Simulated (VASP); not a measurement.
Au: relaxation of cell and atoms with LDA

Crystal: Au.

```
CELL_PARAMETERS angstrom
-1.60708 1.60708 1.60708
1.60708 -1.60708 1.60708
1.60708 1.60708 -1.60708
ATOMIC_POSITIONS crystal
Au 0.00000 0.00000 0.00000
```

This isn't the form of Au at room conditions, which is fcc.

```json
{"Program": "VASP 6.6.1", "Task": "relaxation of cell and atoms", "Functional": "LDA", "Potentials or basis": "VASP PAW LDA potentials, release 64 (Au)", "Cutoff": "600 eV", "k mesh": "20 × 20 × 20", "Occupations": "fermi-dirac, width 0.15 eV", "Spin": "no spin polarisation", "Dipole correction": "no", "Further INCAR settings": "ALGO = Normal; EDIFF = 1e-07; IBRION = 2; EDIFFG = -0.001; NSW = 80; ISIF = 3"}
```

| Quantity | Value |
| --- | --- |
| Relaxed volume | 16.67 Å³/atom |
| Relaxed cell | a = 2.787 Å, b = 2.787 Å, c = 2.787 Å, α = 109.47°, β = 109.47°, γ = 109.47° |
| Space group after relaxing (to 0.1 Å) | Im-3m (No. 229) |
| Energy gained by relaxing | 0.2 meV/atom |
| Ionic steps | 15 |
| Pressure after relaxing | 0.0 GPa |
| Band gap on the k mesh | zero (an odd number of electrons rules out a gap without spin polarisation) |

The path:
```tsv
step	energy change (eV)	largest force (eV/Å)	pressure (GPa)	volume (Å³)
1	0.0000	0.0000	0.77	16.60
2	0.0004	0.0000	-1.41	16.80
3	-0.0002	0.0000	-0.02	16.67
4	-0.0002	0.0000	0.02	16.67
5	-0.0002	0.0000	0.02	16.67
6	-0.0002	0.0000	0.02	16.67
7	-0.0002	0.0000	0.02	16.67
8	-0.0002	0.0000	0.01	16.67
9	-0.0002	0.0000	0.02	16.67
10	-0.0002	0.0000	0.02	16.67
11	-0.0002	0.0000	0.02	16.67
12	-0.0002	0.0000	0.02	16.67
13	-0.0002	0.0000	0.02	16.67
14	-0.0002	0.0000	0.02	16.67
15	-0.0002	0.0000	-0.01	16.67
```

Final structure:
```
Au
1.0
    -1.60924    1.60924    1.60924
     1.60924   -1.60924    1.60924
     1.60924    1.60924   -1.60924
Au
1
Direct
  0.00000 0.00000 0.00000
```

Levels at points of the mesh, in eV from the Fermi level:
```tsv
k point	band 2	band 3	band 4	band 5	band 6	band 7	band 8	band 9
(0.00, 0.00, 0.00)	-5.01	-5.01	-5.01	-2.97	-2.97	16.48	16.48	16.48
(0.50, 0.00, 0.00)	-6.15	-3.13	-2.75	-1.35	-0.77	3.70	12.35	13.99
(0.50, 0.50, 0.50)	-7.05	-1.76	-1.76	-1.76	6.27	6.27	6.27	9.98
```

Wall time 86 s on 1 thread of Intel(R) Xeon(R) Platinum 8259CL CPU @ 2.50GHz (Skylake/Cascade Lake), on a shared host, peak memory 0.18 GiB.

Caveat: spin-orbit coupling is left out, which moves the levels of the heavy elements.
